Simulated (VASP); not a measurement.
# BaTe (F-43m) in VASP: a series of runs, part 2 of 2

VASP 6.6.1. The steps go on from the part before.

## 3. Single point, PBE (volume scaled by 1.020)

File INCAR:

```
SYSTEM = BaTe
  ALGO = Normal
  EDIFF = 1E-6
  ENCUT = 520
  GGA = PE
  ISIF = 2
  ISMEAR = 0
  LASPH = .True.
  LCHARG = .False.
  LREAL = .False.
  LWAVE = .False.
  NBANDS = 15
  NELM = 80
  PREC = Accurate
  SIGMA = 0.05
```

File KPOINTS:

```
k-points
0
Gamma
  8 8 8
  0 0 0
```

File POSCAR:

```
BaTe
1.0
    0.0000000000      3.9403656298      3.9403656298
    3.9403656298      0.0000000000      3.9403656298
    3.9403656298      3.9403656298      0.0000000000
Ba Te
1 1
Direct
    0.0000000000      0.0000000000      0.0000000000
    0.2500000000      0.2500000000      0.2500000000
```

Potentials or basis: VASP PAW PBE potentials, release 64 (Ba_sv, Te).

Run with:

```sh
$ cat potpaw_PBE.64/Ba_sv/POTCAR potpaw_PBE.64/Te/POTCAR > POTCAR
$ mpirun -np 1 vasp_std > vasp.out
```

OUTCAR:

```text
SYSTEM = BaTe
   EDIFF = 1E-6
   ENCUT = 520
   GGA = PE
   ISIF = 2
   ISMEAR = 0
   LASPH = .True.
   LREAL = .False.
   NELM = 80
   PREC = Accurate

 ion  position               nearest neighbor table
   1  0.000  0.000  0.000-   2 3.41   2 3.41   2 3.41   2 3.41
   2  0.250  0.250  0.250-   1 3.41   1 3.41   1 3.41   1 3.41

  LATTYP: Found a face centered cubic cell.
 ALAT       =     7.8807312596

  Lattice vectors:

 A1 = (   0.0000000000,   3.9403656298,   3.9403656298)
[... 618 lines left out ...]

------------------------ aborting loop because EDIFF is reached ----------------------------------------

  FORCE on cell =-STRESS in cart. coord.  units (eV):
  Direction    XX          YY          ZZ          XY          YZ          ZX
  --------------------------------------------------------------------------------------
  -------------------------------------------------------------------------------------
  Total       -0.1238169     -0.1238169     -0.1238169      0.0000000      0.0000000      0.0000000
  in kB       -1.6212534     -1.6212534     -1.6212534      0.0000000      0.0000000      0.0000000
  external PRESSURE =      -1.6212534 kB  Pullay stress =       0.0000000 kB

 VOLUME and BASIS-vectors are now :
 -----------------------------------------------------------------------------
  energy-cutoff  :      520.00
  volume of cell :      122.36
      direct lattice vectors                 reciprocal lattice vectors
     0.000000000  3.940365630  3.940365630    -0.126891778  0.126891778  0.126891778
     3.940365630  0.000000000  3.940365630     0.126891778 -0.126891778  0.126891778
     3.940365630  3.940365630  0.000000000     0.126891778  0.126891778 -0.126891778

 POSITION                                       TOTAL-FORCE (eV/Angst)
 -----------------------------------------------------------------------------------
      0.00000      0.00000      0.00000         0.000000      0.000000      0.000000
      1.97018      1.97018      1.97018        -0.000000     -0.000000     -0.000000
 -----------------------------------------------------------------------------------
    total drift:                               -0.000000     -0.000000     -0.000000

  FREE ENERGIE OF THE ION-ELECTRON SYSTEM (eV)
  ---------------------------------------------------
  free  energy   TOTEN  =        -8.0913269540 eV

  energy  without entropy=       -8.0913269540  energy(sigma->0) =       -8.09132695
```

OSZICAR:

```text
N       E                     dE             d eps       ncg     rms          rms(c)
DAV:   1     0.912706258097E+02    0.91271E+02   -0.57164E+03   870   0.839E+02
DAV:   2    -0.991765286570E+00   -0.92262E+02   -0.84946E+02  1167   0.148E+02
DAV:   3    -0.825006529743E+01   -0.72583E+01   -0.72061E+01  1217   0.464E+01
DAV:   4    -0.848338991767E+01   -0.23332E+00   -0.23322E+00  1249   0.806E+00
DAV:   5    -0.848489699567E+01   -0.15071E-02   -0.15070E-02  1255   0.706E-01    0.361E+00
DAV:   6    -0.811370498259E+01    0.37119E+00   -0.38979E-01   947   0.263E+00    0.243E+00
DAV:   7    -0.806814430755E+01    0.45561E-01   -0.29669E-01  1101   0.238E+00    0.104E+00
DAV:   8    -0.808599325020E+01   -0.17849E-01   -0.37511E-02   968   0.115E+00    0.280E-01
DAV:   9    -0.808940433473E+01   -0.34111E-02   -0.83074E-03  1017   0.481E-01    0.149E-01
DAV:  10    -0.809054162640E+01   -0.11373E-02   -0.10005E-03   968   0.176E-01    0.389E-02
DAV:  11    -0.809129205184E+01   -0.75043E-03   -0.97800E-04   961   0.136E-01    0.381E-02
DAV:  12    -0.809131859355E+01   -0.26542E-04   -0.44422E-05  1200   0.328E-02    0.148E-02
DAV:  13    -0.809132548810E+01   -0.68945E-05   -0.26600E-05   989   0.219E-02    0.520E-03
DAV:  14    -0.809132683963E+01   -0.13515E-05   -0.35497E-06  1094   0.817E-03    0.752E-03
DAV:  15    -0.809132695400E+01   -0.11438E-06   -0.20748E-07   862   0.268E-03
   1 F= -.80913270E+01 E0= -.80913270E+01  d E =-.355395E-13
```

Run time: 47 s. Hardware: 1 thread of Intel Xeon Platinum 8488C (Sapphire Rapids), shared host; peak memory 0.28 GiB.

What came out:

- Free energy: -8.0913 eV
- Pressure: -0.2 GPa
- Band gap on the k mesh: 2.55 eV, indirect (least direct gap 2.92 eV)

Caveat: spin-orbit coupling is left out, which moves the levels of the heavy elements. A k mesh can miss the band edges.

## 4. Single point, PBE (volume scaled by 1.040)

File INCAR:

```
PREC = Accurate ; ENCUT = 520
EDIFF = 1E-6 ; ISMEAR = 0
SIGMA = 0.05 ; LREAL = False
LASPH = True ; NELM = 60
ALGO = Normal ; ISIF = 2
LWAVE = False ; LCHARG = False
GGA = PE ; NBANDS = 15
```

File KPOINTS:

```
regular mesh
0
Gamma
  8 8 8
```

File POSCAR:

```
BaTe
1.0
    0.0000000000      3.9659531366      3.9659531366
    3.9659531366      0.0000000000      3.9659531366
    3.9659531366      3.9659531366      0.0000000000
Ba Te
1 1
Direct
    0.0000000000      0.0000000000      0.0000000000
    0.2500000000      0.2500000000      0.2500000000
```

Run with:

```sh
$ cat potpaw_PBE.64/Ba_sv/POTCAR potpaw_PBE.64/Te/POTCAR > POTCAR
$ mpirun -np 1 vasp_std > vasp.out
```

Wall time 41 s (1 thread of Intel Xeon Platinum 8488C (Sapphire Rapids), shared host); peak memory 0.28 GiB.

The run converged. Its results:

| Property | Result |
| --- | --- |
| Free energy | -8.0865 eV |
| Pressure | -0.5 GPa |
| Band gap on the k mesh | 2.52 eV, indirect (least direct gap 2.91 eV) |

Levels at points of the mesh, in eV from the valence-band top:
```tsv
k point	band 5	band 6	band 7	band 8	band 9	band 10	band 11	band 12
(0.00, 0.00, 0.00)	-8.68	-0.39	-0.39	-0.39	2.52	4.08	4.08	5.95
(0.50, 0.00, 0.00)	-8.45	-0.66	-0.22	-0.22	3.95	4.27	4.27	4.44
(0.50, 0.50, 0.00)	-8.37	-0.90	0.00	0.00	2.93	3.85	4.88	4.88
```

Caveat: spin-orbit coupling is left out, which moves the levels of the heavy elements.

## 5. Single point, PBE (volume scaled by 1.070)

File INCAR:

```
ALGO = Normal
EDIFF = 1E-7
ENCUT = 520
GGA = PE
ISIF = 2
ISMEAR = 0
LASPH = T
LCHARG = F
LREAL = F
LWAVE = F
NBANDS = 15
NELM = 80
PREC = Accurate
SIGMA = 0.05
```

File KPOINTS:

```
k-points
0
Gamma
  8 8 8
```

File POSCAR:

```
BaTe
1.0
    0.0000000000      4.0037263922      4.0037263922
    4.0037263922      0.0000000000      4.0037263922
    4.0037263922      4.0037263922      0.0000000000
Ba Te
1 1
Direct
    0.0000000000      0.0000000000      0.0000000000
    0.2500000000      0.2500000000      0.2500000000
```

Run with:

```sh
$ cat potpaw_PBE.64/Ba_sv/POTCAR potpaw_PBE.64/Te/POTCAR > POTCAR
$ mpirun -np 1 vasp_std > vasp.out
```

Wall time 41 s (1 thread of Intel Xeon Platinum 8488C (Sapphire Rapids), shared host); peak memory 0.28 GiB.

It converged, with:

- Free energy: -8.0704 eV
- Pressure: -0.9 GPa
- Band gap on the k mesh: 2.48 eV, indirect (least direct gap 2.84 eV)

Levels at points of the mesh, in eV from the valence-band top:
| k point | band 6 | band 7 | band 8 | band 9 | band 10 | band 11 |
| --- | --- | --- | --- | --- | --- | --- |
| (0.00, 0.00, 0.00) | -0.36 | -0.36 | -0.36 | 2.48 | 4.04 | 4.04 |
| (0.50, 0.00, 0.00) | -0.64 | -0.20 | -0.20 | 3.91 | 4.22 | 4.22 |
| (0.50, 0.50, 0.00) | -0.86 | 0.00 | 0.00 | 2.93 | 3.81 | 4.81 |

Caveat: spin-orbit coupling is left out, which moves the levels of the heavy elements. A k mesh can miss the band edges.

## 6. Single point, PBE (volume scaled by 1.100)

File INCAR:

```
SYSTEM = BaTe
  PREC = Accurate
  ENCUT = 520
  EDIFF = 1E-6
  ISMEAR = 0
  SIGMA = 0.05
  LREAL = .False.
  LASPH = .True.
  NELM = 100
  ALGO = Normal
  ISIF = 2
  LWAVE = .False.
  LCHARG = .True.
  GGA = PE
  LELF = .True.
  LVHAR = .True.
  NBANDS = 15
```

File KPOINTS:

```
Automatic mesh
0
Gamma
  8 8 8
  0 0 0
```

File POSCAR:

```
BaTe
1.0
    0.0000000000      4.0408000422      4.0408000422
    4.0408000422      0.0000000000      4.0408000422
    4.0408000422      4.0408000422      0.0000000000
Ba Te
1 1
Direct
    0.0000000000      0.0000000000      0.0000000000
    0.2500000000      0.2500000000      0.2500000000
```

Potentials or basis: VASP PAW PBE potentials, release 64 (Ba_sv, Te).

Run with:

```sh
$ cat potpaw_PBE.64/Ba_sv/POTCAR potpaw_PBE.64/Te/POTCAR > POTCAR
$ mpirun -np 1 vasp_std > vasp.out
```

Run time: 49 s. Hardware: 1 thread of Intel Xeon Platinum 8488C (Sapphire Rapids), shared host; peak memory 0.33 GiB.

The run converged. Its results:

* Free energy: -8.0453 eV
* Pressure: -1.3 GPa
* Band gap on the k mesh: 2.44 eV, indirect (least direct gap 2.76 eV)

Levels at points of the mesh, in eV from the valence-band top:
| k point | band 5 | band 6 | band 7 | band 8 | band 9 | band 10 | band 11 | band 12 |
| --- | --- | --- | --- | --- | --- | --- | --- | --- |
| (0.00, 0.00, 0.00) | -8.61 | -0.33 | -0.33 | -0.33 | 2.44 | 4.01 | 4.01 | 5.76 |
| (0.50, 0.00, 0.00) | -8.43 | -0.62 | -0.18 | -0.18 | 3.87 | 4.18 | 4.18 | 4.31 |
| (0.50, 0.50, 0.00) | -8.37 | -0.82 | 0.00 | 0.00 | 2.93 | 3.77 | 4.74 | 4.75 |

Caveat: spin-orbit coupling is left out, which moves the levels of the heavy elements.

## 7. The runs side by side

| cell | gap on the mesh (eV) | pressure (GPa) |
| --- | --- | --- |
| a = 5.539 Å, angles 60.0°, 2 atoms | 2.57 | 0.2 |
| a = 5.573 Å, angles 60.0°, 2 atoms | 2.55 | -0.2 |
| a = 5.609 Å, angles 60.0°, 2 atoms | 2.52 | -0.5 |
| a = 5.662 Å, angles 60.0°, 2 atoms | 2.48 | -0.9 |
| a = 5.715 Å, angles 60.0°, 2 atoms | 2.44 | -1.3 |

Alike in all rows: task single point; level PBE; potentials or basis VASP PAW PBE potentials, release 64 (Ba_sv, Te); no spin polarisation; k mesh 8 × 8 × 8; cutoff (eV) 520; smearing gaussian 0.05 eV.

Caveats: spin-orbit coupling is left out, which moves the levels of the heavy elements.

Absolute energies hang on the potentials; compare differences alone.
